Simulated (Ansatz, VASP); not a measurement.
**Ti in VASP and in Ansatz**

File INCAR:

```
ALGO = Fast
EDIFF = 1E-6
ENCUT = 520
GGA = PS
ISIF = 2
ISMEAR = 0
LASPH = True
LCHARG = True
LELF = True
LREAL = False
LVHAR = True
LWAVE = False
NBANDS = 19
NELM = 60
PREC = Accurate
SIGMA = 0.15
```

KPOINTS

```
k-points
0
Gamma
  18 18 18
```

The input POSCAR:

```
Ti
1.0
    0.0000000000     -3.2102321259      0.0000000000
   -3.2102321259      0.0000000000      0.0000000000
    0.0000000000      0.0000000000     -3.2102321259
Ti
2
Direct
    0.5000000000      0.5000000000      0.4766372035
    0.0000000000      0.0000000000      0.0233627965
```

Input for Ansatz:

```yaml
crystal:
  lattice:
    - [0.0, -3.2102321259, 0.0]
    - [-3.2102321259, 0.0, 0.0]
    - [0.0, 0.0, -3.2102321259]
  atoms:
    - { symbol: Ti, position: [0.5, 0.5, 0.4766372035] }
    - { symbol: Ti, position: [0.0, 0.0, 0.0233627965] }
basis:
  ecutwfc: 420
kpoints:
  mp_grid: { grid: [18, 18, 18] }
hamiltonian:
  xc: pbesol
scf:
  occupations: { method: gaussian, width: 0.15 }
output:
  forces: true
  stress: true
  eigenvalues: true
```

Change from the starting cell: mode 4 (225.9 1/cm) frozen in, largest displacement +0.075 Å.

Alike in both runs: task single point; functional PBEsol; k mesh 18 × 18 × 18; occupations gaussian, width 0.15 eV; no spin polarisation.

```csv
,VASP,Ansatz
version,VASP 6.6.1,Ansatz 0.2.0
potentials or method,"VASP PAW PBE potentials, release 64 (Ti_sv), cutoff 520 eV","scalar-relativistic, plane waves, PAW"
valence electrons in the cell,24,24
```

|  | VASP | Ansatz | Ansatz less VASP |
| --- | --- | --- | --- |
| gap on the k mesh at the Fermi level (eV) | none | none | - |
| pressure (GPa) | 0.3 | 0.7 | +0.35 |
| traceless stress, the component that is largest in VASP (GPa) | -0.35 | -0.35 | -0.004 |
| rms of the force components (eV/Å) | 0.414 | 0.415 | +0.0006 |

VASP's potentials were made for PBE, not for PBEsol. Atom by atom the forces differ by 0.001 eV/Å (rms over components). A gap of «none» marks a metal or a gap that the smearing closes.
